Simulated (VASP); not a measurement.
Write the native input for VASP 6.6.1 that does the following.

* Task: single point
* Functional: PBEsol
* Potentials or basis: VASP PAW PBE potentials, release 64 (Si)
* Cutoff: 520 eV
* k mesh: 2 × 2 × 2
* Occupations: fermi-dirac, width 0.05 eV
* Spin: no spin polarisation
* Dipole correction: no
* Further INCAR settings: LREAL = Auto; ALGO = Normal; EDIFF = 1e-07; NBANDS = 48

The structure of Si (a cell with a defect) lies in POSCAR:

```
Si
1.0
    0.0000000000      5.4300000000      5.4300000000
    5.4300000000      0.0000000000      5.4300000000
    5.4300000000      5.4300000000      0.0000000000
Si
17
Direct
    0.0006127072      0.0003272560      0.0005197053
    0.1249445672      0.1250486188      0.1249872928
    0.0007011050      0.0003366483      0.4984858195
    0.1223260589      0.1215855433      0.6280505525
    0.0005237569      0.4986023941      0.0004635359
    0.1221188766      0.6279676796      0.1219065378
   -0.0058760589      0.5018604052      0.5020337017
    0.1222296501      0.6279591160      0.6280114180
    0.4984217311      0.0003668508      0.0006716390
    0.6281105893      0.1216323204      0.1221592081
    0.5025903315     -0.0073848066      0.5024717311
    0.6282016575      0.1216438306      0.6282016575
    0.5022463168      0.5019569982     -0.0063212707
    0.6280302947      0.6279776243      0.1221046961
    0.5024088398      0.5020226519      0.5023316759
    0.6256923573      0.6242242173      0.6252571823
    0.3756542357      0.3742264273      0.3752634438
```

One way to write it, as run:

INCAR

```
ALGO = Normal
EDIFF = 1E-7
ENCUT = 520
GGA = PS
ISIF = 2
ISMEAR = -1
LASPH = T
LCHARG = F
LREAL = Auto
LWAVE = F
NBANDS = 48
NELM = 80
PREC = Accurate
SIGMA = 0.05
```

KPOINTS

```
k-points
0
Gamma
  2 2 2
```

Potentials or basis: VASP PAW PBE potentials, release 64 (Si).

The run is started by

```sh
$ cat potpaw_PBE.64/Si/POTCAR > POTCAR
$ mpirun -np 1 vasp_std > vasp.out
```

Results of the run:

```json
{
 "Pressure": "3.5 GPa",
 "Largest force": "0.022 eV/Å",
 "Band gap on the k mesh": "zero (bands 34 and 35 overlap by 0.25 eV)"
}
```

Caveat: the k points lie up to 0.50 Å⁻¹ apart; the PAW data sets were made with another functional, which shifts forces and pressure a little.

It took 3.6 min on 1 thread of AMD EPYC 7R43 64-Core Processor (Zen 3) (shared host), peak memory 0.42 GiB.
